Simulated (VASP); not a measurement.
Here is a VASP 6.6.1 calculation.

The input INCAR:

```
PREC     = Accurate       # precision mode
ENCUT    = 520            # plane-wave cutoff, eV
EDIFF    = 1E-6           # SCF threshold, eV
ISMEAR   = 0              # smearing method
SIGMA    = 0.01           # smearing width, eV
LREAL    = False          # projectors in reciprocal space
LASPH    = True           # aspherical terms in the spheres
NELM     = 100            # most SCF steps
ALGO     = Normal         # electronic algorithm
ISIF     = 2              # what is computed and relaxed
LWAVE    = False          # write WAVECAR
LCHARG   = True           # write CHGCAR
LELF     = True           # ELF
LVHAR    = True         
NBANDS   = 15             # bands
```

File KPOINTS:

```
regular mesh
0
Gamma
  4 4 4
```

POSCAR

```
RbBr
1.0
    0.0000000000      3.4608261059      3.4608261059
    3.4608261059      0.0000000000      3.4608261059
    3.4608261059      3.4608261059      0.0000000000
Rb Br
1 1
Direct
    0.0000000000      0.0000000000      0.0000000000
    0.5000000000      0.5000000000      0.5000000000
```

Potentials or basis: VASP PAW LDA potentials, release 64 (Rb_sv, Br).

Command:

```console
$ cat potpaw_LDA.64/Rb_sv/POTCAR potpaw_LDA.64/Br/POTCAR > POTCAR
$ mpirun -np 1 vasp_std > vasp.out
```

(1) Estimate the pressure.

(2) Predict the band gap on the k mesh.

Answers

(1) -1.5 GPa.

(2) 3.89 eV, direct.
